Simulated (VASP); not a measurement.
Write the native input for VASP 6.6.1 that does the following.

```yaml
Task: single point
Functional: PBE
Potentials_or_basis: VASP PAW PBE potentials, release 64 (Al, Pt)
Cutoff: 520 eV
k_mesh: 3 × 3 × 1
Occupations: fermi-dirac, width 0.15 eV
Spin: no spin polarisation
Dipole_correction: no
Further_INCAR_settings: ALGO = Normal; EDIFF = 1e-06; NBANDS = 35
```

The structure of Al12Pt lies in POSCAR:

```
Al12Pt
1.0
    5.7275650000      0.0000000000      0.0000000000
    2.8637820000      4.9602170000      0.0000000000
    0.0000000000      0.0000000000     16.6765370000
Al Pt
12 1
Direct
    0.1666666208      0.1666667003      0.0599644878
    0.6666667081      0.1666667003      0.0599644878
    0.1666666712      0.6666665995      0.0599644878
    0.6666667585      0.6666665995      0.0599644878
   -0.1692011851      0.3297642018      0.2030376570
    0.3358178629      0.3347934173      0.1973844450
   -0.1678827377      0.8314108032      0.1988710246
    0.3303713992      0.8300699344      0.2031285632
   -0.0034208747     -0.0042607007      0.3444815911
    0.4813949516      0.0334662778      0.3351861960
    0.0343536968      0.4807485237      0.3350016253
    0.5035245177      0.5027050228      0.3511868201
    0.7081646157      0.7065646523      0.4348903492
```

These files were run (other wordings do the same):

INCAR

```
SYSTEM = Al12Pt
PREC = Accurate
ENCUT = 520
EDIFF = 1E-6
ISMEAR = -1
SIGMA = 0.15
LREAL = .FALSE.
LASPH = .TRUE.
NELM = 60
ALGO = Normal
ISIF = 2
LWAVE = .FALSE.
LCHARG = .FALSE.
GGA = PE
NBANDS = 35
```

KPOINTS

```
Automatic mesh
0
G
  3 3 1
  0 0 0
```

Potentials or basis: VASP PAW PBE potentials, release 64 (Al, Pt).

Run with:

```sh
$ cat potpaw_PBE.64/Al/POTCAR potpaw_PBE.64/Pt/POTCAR > POTCAR
$ mpirun -np 1 vasp_std > vasp.out
```

It gave:

| Item | Value |
| --- | --- |
| Largest force | 0.258 eV/Å |
| Band gap on the k mesh | zero (band 23 reaches 1.48 eV, above the bottom of band 24 at 1.35 eV) |

Caveat: the k points lie up to 0.42 Å⁻¹ apart; spin-orbit coupling is left out, which moves the levels of the heavy elements.

It took 100 s on 1 thread of Intel(R) Xeon(R) 6975P-C (Granite Rapids), on a shared host, peak memory 0.62 GiB.
